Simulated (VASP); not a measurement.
# NiO (Fm-3m) in VASP: notebook, part 2 of 2

VASP 6.6.1. The steps go on from the part before.

### 3 Single point, revPBE+D4, collinear spin, ferromagnetic start

This run uses another cell than the first one, of 8.53 Å³/atom, 0.904 times its volume.

Input file INCAR:

```
PREC = Accurate ; ENCUT = 520
EDIFF = 1E-7 ; ISMEAR = -1
SIGMA = 0.05 ; LREAL = F
LASPH = T ; NELM = 150
ALGO = Normal ; ISIF = 2
LWAVE = F ; LCHARG = F
ISPIN = 2 ; MAGMOM = 1 0
LORBIT = 11 ; LMAXMIX = 4
GGA = RE ; IVDW = 13
NBANDS = 19
```

Input file KPOINTS:

```
regular mesh
0
Gamma
  11 11 11
```

Input file POSCAR:

```
NiO
1.0
    0.0000000000      2.0433202721      2.0433202721
    2.0433202721      0.0000000000      2.0433202721
    2.0433202721      2.0433202721      0.0000000000
Ni O
1 1
Direct
    0.0000000000      0.0000000000      0.0000000000
    0.5000000000      0.5000000000      0.5000000000
```

Potentials or basis: VASP PAW PBE potentials, release 64 (Ni, O).

Launch:

```bash
$ cat potpaw_PBE.64/Ni/POTCAR potpaw_PBE.64/O/POTCAR > POTCAR
$ mpirun -np 1 vasp_std > vasp.out
```

It took 18 s on 1 thread of Intel Xeon 6975P-C (Granite Rapids), shared host; peak memory 0.16 GiB.

The run converged. Its results:

```
Free energy                                           : -11.8654 eV
Pressure                                              : 16.2 GPa
Net moment                                            : 1.55 μB per cell
Site moments                                          : Ni +1.29; O +0.23 μB
Valence electrons inside the program's atomic spheres : Ni 9.11; O 5.02
Dispersion energy per atom                            : -0.632 eV
```

Levels at points of the mesh, in eV from the Fermi level:
Spin up:
```csv
k point,band 5,band 6,band 7,band 8,band 9,band 10,band 11,band 12,band 13,band 14
"(0.00, 0.00, 0.00)",-3.18,-3.18,-2.82,-2.82,-2.82,1.85,17.99,19.37,19.37,19.37
```
Spin down:
```tsv
k point	band 4	band 5	band 6	band 7	band 8	band 9	band 10	band 11
(0.00, 0.00, 0.00)	-2.96	-2.10	-2.10	-2.10	-0.85	-0.85	2.16	17.92
```

Caveat: the PAW data sets were made with another functional, which shifts forces and pressure a little; a cell with one magnetic atom can't hold antiferromagnetic order, which such compounds often take; semilocal functionals often make such compounds metallic where correlation or magnetic order opens a gap, which also shifts bond lengths; pairwise dispersion overbinds metals, which lowers pressure and volume. With open d or f shells a metallic result of revPBE can be an artefact of self-interaction; +U or a hybrid may open a gap.

### 4 Single point, revPBE+D4, collinear spin, ferromagnetic start

This run uses another cell than the first one, of 8.71 Å³/atom, 0.923 times its volume.

Input file INCAR:

```
SYSTEM = NiO
ALGO     = Normal         ! electronic algorithm
EDIFF    = 1E-6           ! SCF threshold, eV
ENCUT    = 520            ! plane-wave cutoff, eV
GGA      = RE             ! functional
ISIF     = 2              ! what is computed and relaxed
ISMEAR   = -1             ! smearing method
ISPIN    = 2              ! spin polarisation
IVDW     = 13             ! dispersion correction
LASPH    = .TRUE.         ! aspherical terms in the spheres
LCHARG   = .FALSE.        ! write CHGCAR
LMAXMIX  = 4              ! l up to which the mixer works
LORBIT   = 11             ! projections on sites
LREAL    = .FALSE.        ! projectors in reciprocal space
LWAVE    = .FALSE.        ! write WAVECAR
MAGMOM   = 1 0            ! initial moments
NBANDS   = 19             ! bands
NELM     = 150            ! most SCF steps
PREC     = Accurate       ! precision mode
SIGMA    = 0.05           ! smearing width, eV
```

Input file KPOINTS:

```
k-points
0
G
  11 11 11
  0 0 0
```

Input file POSCAR:

```
NiO
1.0
    0.0000000000      2.0577103256      2.0577103256
    2.0577103256      0.0000000000      2.0577103256
    2.0577103256      2.0577103256      0.0000000000
Ni O
1 1
Direct
    0.0000000000      0.0000000000      0.0000000000
    0.5000000000      0.5000000000      0.5000000000
```

Launch:

```bash
$ cat potpaw_PBE.64/Ni/POTCAR potpaw_PBE.64/O/POTCAR > POTCAR
$ mpirun -np 1 vasp_std > vasp.out
```

Run time: 17 s. Hardware: 1 thread of Intel Xeon 6975P-C (Granite Rapids), shared host; peak memory 0.16 GiB.

Results (log left out):

| Item | Value |
| --- | --- |
| Free energy | -11.8954 eV |
| Pressure | 10.2 GPa |
| Net moment | 1.62 μB per cell |
| Site moments | Ni +1.34; O +0.24 μB |
| Valence electrons inside the program's atomic spheres | Ni 9.07; O 5.01 |
| Dispersion energy per atom | -0.622 eV |

Levels at points of the mesh, in eV from the Fermi level:
Spin up:
| k point | band 5 | band 6 | band 7 | band 8 | band 9 | band 10 | band 11 | band 12 | band 13 | band 14 |
| --- | --- | --- | --- | --- | --- | --- | --- | --- | --- | --- |
| (0.00, 0.00, 0.00) | -3.16 | -3.16 | -2.76 | -2.76 | -2.76 | 1.76 | 17.97 | 19.24 | 19.24 | 19.24 |
Spin down:
| k point | band 3 | band 4 | band 5 | band 6 | band 7 | band 8 | band 9 | band 10 | band 11 | band 12 |
| --- | --- | --- | --- | --- | --- | --- | --- | --- | --- | --- |
| (0.00, 0.00, 0.00) | -2.79 | -2.79 | -2.01 | -2.01 | -2.01 | -0.74 | -0.74 | 2.08 | 17.89 | 19.44 |

Caveat: the PAW data sets were made with another functional, which shifts forces and pressure a little; a cell with one magnetic atom can't hold antiferromagnetic order, which such compounds often take; semilocal functionals often make such compounds metallic where correlation or magnetic order opens a gap, which also shifts bond lengths; pairwise dispersion overbinds metals, which lowers pressure and volume.

### 5 Single point, revPBE+D4, collinear spin, ferromagnetic start

This run uses another cell than the first one, of 8.89 Å³/atom, 0.942 times its volume.

Input file INCAR:

```
ALGO = Normal
EDIFF = 1E-7
ENCUT = 520
GGA = RE
ISIF = 2
ISMEAR = -1
ISPIN = 2
IVDW = 13
LASPH = True
LCHARG = True
LELF = True
LMAXMIX = 4
LORBIT = 11
LREAL = False
LVHAR = True
LWAVE = False
MAGMOM = 1 0
NBANDS = 19
NELM = 150
PREC = Accurate
SIGMA = 0.05
```

Input file KPOINTS:

```
k-points
0
Gamma
  11 11 11
```

Input file POSCAR:

```
NiO
1.0
    0.0000000000      2.0719018797      2.0719018797
    2.0719018797      0.0000000000      2.0719018797
    2.0719018797      2.0719018797      0.0000000000
Ni O
1 1
Direct
    0.0000000000      0.0000000000      0.0000000000
    0.5000000000      0.5000000000      0.5000000000
```

Launch:

```bash
$ cat potpaw_PBE.64/Ni/POTCAR potpaw_PBE.64/O/POTCAR > POTCAR
$ mpirun -np 1 vasp_std > vasp.out
```

It took 20 s on 1 thread of Intel Xeon 6975P-C (Granite Rapids), shared host; peak memory 0.17 GiB.

The run converged. Its results:

```
Free energy                                           : -11.9143 eV
Pressure                                              : 5.8 GPa
Net moment                                            : 1.70 μB per cell
Site moments                                          : Ni +1.41; O +0.26 μB
Valence electrons inside the program's atomic spheres : Ni 9.02; O 5.00
Dispersion energy per atom                            : -0.612 eV
```

Levels at points of the mesh, in eV from the Fermi level:
Spin up:
| k point | band 5 | band 6 | band 7 | band 8 | band 9 | band 10 | band 11 | band 12 | band 13 | band 14 |
| --- | --- | --- | --- | --- | --- | --- | --- | --- | --- | --- |
| (0.00, 0.00, 0.00) | -3.12 | -3.12 | -2.73 | -2.73 | -2.73 | 1.67 | 17.95 | 19.11 | 19.11 | 19.11 |
Spin down:
```tsv
k point	band 4	band 5	band 6	band 7	band 8	band 9	band 10	band 11
(0.00, 0.00, 0.00)	-2.62	-1.94	-1.94	-1.94	-0.63	-0.63	2.01	17.86
```

Caveat: the PAW data sets were made with another functional, which shifts forces and pressure a little; a cell with one magnetic atom can't hold antiferromagnetic order, which such compounds often take; semilocal functionals often make such compounds metallic where correlation or magnetic order opens a gap, which also shifts bond lengths; pairwise dispersion overbinds metals, which lowers pressure and volume.

### 6 Single point, LDA, collinear spin, ferromagnetic start

This run uses another cell than the first one, of 9.08 Å³/atom, 0.962 times its volume.

Input file INCAR:

```
  ALGO = Normal
  EDIFF = 1E-6
  ENCUT = 520
  GGA = CA
  ISIF = 2
  ISMEAR = -1
  ISPIN = 2
  LASPH = True
  LCHARG = True
  LELF = True
  LMAXMIX = 4
  LORBIT = 11
  LREAL = False
  LVHAR = True
  LWAVE = False
  MAGMOM = 1 0
  NBANDS = 19
  NELM = 150
  PREC = Accurate
  SIGMA = 0.05
```

KPOINTS is that of step 5.

Input file POSCAR:

```
NiO
1.0
    0.0000000000      2.0859016414      2.0859016414
    2.0859016414      0.0000000000      2.0859016414
    2.0859016414      2.0859016414      0.0000000000
Ni O
1 1
Direct
    0.0000000000      0.0000000000      0.0000000000
    0.5000000000      0.5000000000      0.5000000000
```

Potentials or basis: VASP PAW LDA potentials, release 64 (Ni, O).

Launch:

```bash
$ cat potpaw_LDA.64/Ni/POTCAR potpaw_LDA.64/O/POTCAR > POTCAR
$ mpirun -np 1 vasp_std > vasp.out
```

Wall time 14 s (1 thread of Intel Xeon 6975P-C (Granite Rapids), shared host); peak memory 0.15 GiB.

The run converged. Its results:

```yaml
Free_energy: -13.2953 eV
Pressure: -19.6 GPa
Net_moment: 0.24 μB per cell
Site_moments: Ni +0.20; O +0.03 μB
Valence_electrons_inside_the_program's_atomic_spheres: Ni 9.09; O 4.90
```

Levels at points of the mesh, in eV from the Fermi level:
Spin up:
```csv
k point,band 6,band 7,band 8,band 9,band 10,band 11
"(0.00, 0.00, 0.00)",-1.87,-1.87,-1.74,-1.74,1.72,17.79
```
Spin down:
```csv
k point,band 6,band 7,band 8,band 9,band 10,band 11
"(0.00, 0.00, 0.00)",-1.73,-1.73,-1.48,-1.48,1.76,17.80
```

Caveat: semilocal functionals often make such compounds metallic where correlation or magnetic order opens a gap, which also shifts bond lengths.

### 7 The runs side by side

```tsv
level	potentials or basis	cell	gap on the mesh (eV)	pressure (GPa)	moment (μB)
revPBE	VASP PAW PBE potentials, release 64 (Ni, O)	a = 2.989 Å, angles 60.0°, 2 atoms	none	3.6	1.85
revPBE+D4	VASP PAW PBE potentials, release 64 (Ni, O)	a = 2.890 Å, angles 60.0°, 2 atoms	none	16.2	1.55
revPBE+D4	VASP PAW PBE potentials, release 64 (Ni, O)	a = 2.910 Å, angles 60.0°, 2 atoms	none	10.2	1.62
revPBE+D4	VASP PAW PBE potentials, release 64 (Ni, O)	a = 2.930 Å, angles 60.0°, 2 atoms	none	5.8	1.70
LDA	VASP PAW LDA potentials, release 64 (Ni, O)	a = 2.950 Å, angles 60.0°, 2 atoms	none	-19.6	0.24
```

Alike in all rows: task single point; spin collinear, ferromagnetic start; k mesh 11 × 11 × 11; cutoff (eV) 520; smearing fermi-dirac 0.05 eV.

Caveats: semilocal functionals often make such compounds metallic where correlation or magnetic order opens a gap, which also shifts bond lengths; the PAW data sets were made with another functional, which shifts forces and pressure a little (some runs); a cell with one magnetic atom can't hold antiferromagnetic order, which such compounds often take (some runs); pairwise dispersion overbinds metals, which lowers pressure and volume (some runs).

Total energies depend on the potentials used, so only differences within one code and one set of settings carry meaning.
